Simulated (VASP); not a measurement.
Na2S, 3 atoms in the cell. It takes space group Fm-3m (No. 225, cubic). Conventional cell: a = 6.511 Å, b = 6.511 Å, c = 6.511 Å, α = 90.00°, β = 90.00°, γ = 90.00°. Within 3.7 Å of S (site symmetry m-3m) lie 8 Na at 2.82 Å. Within 3.7 Å of Na (site symmetry -43m) lie 4 S at 2.82 Å and 6 Na at 3.26 Å. 

```yaml
Program: VASP 6.6.1
Task: single point
Functional: HSE06
Potentials_or_basis: VASP PAW PBE potentials, release 64 (S, Na_pv)
Cutoff: 400 eV
k_mesh: 4 × 4 × 4
Occupations: gaussian, width 0.01 eV
Spin: no spin polarisation
Dipole_correction: no
Grid_for_exact_exchange_PRECFOCK: Normal
Further_INCAR_settings: ALGO = Normal; EDIFF = 1e-06; NBANDS = 17
Share_of_exact_exchange: 0.25
Screening_parameter: 0.2079 1/Å
```

Potentials or basis: VASP PAW PBE potentials, release 64 (S, Na_pv).

Command:

```sh
$ cat potpaw_PBE.64/S/POTCAR potpaw_PBE.64/Na_pv/POTCAR > POTCAR
$ cp INCAR.step1 INCAR
$ mpirun -np 1 vasp_std > vasp.out
$ cp INCAR.step2 INCAR
$ mpirun -np 1 vasp_std > vasp.out
```

Hardware: 1 thread of Intel(R) Xeon(R) 6975P-C (Granite Rapids) (shared host).

Task: Estimate the wall time of this run.

Result: It took 2.1 min on 1 thread of Intel(R) Xeon(R) 6975P-C (Granite Rapids), with other jobs on the host, peak memory 0.26 GiB. Counts: k points 8.
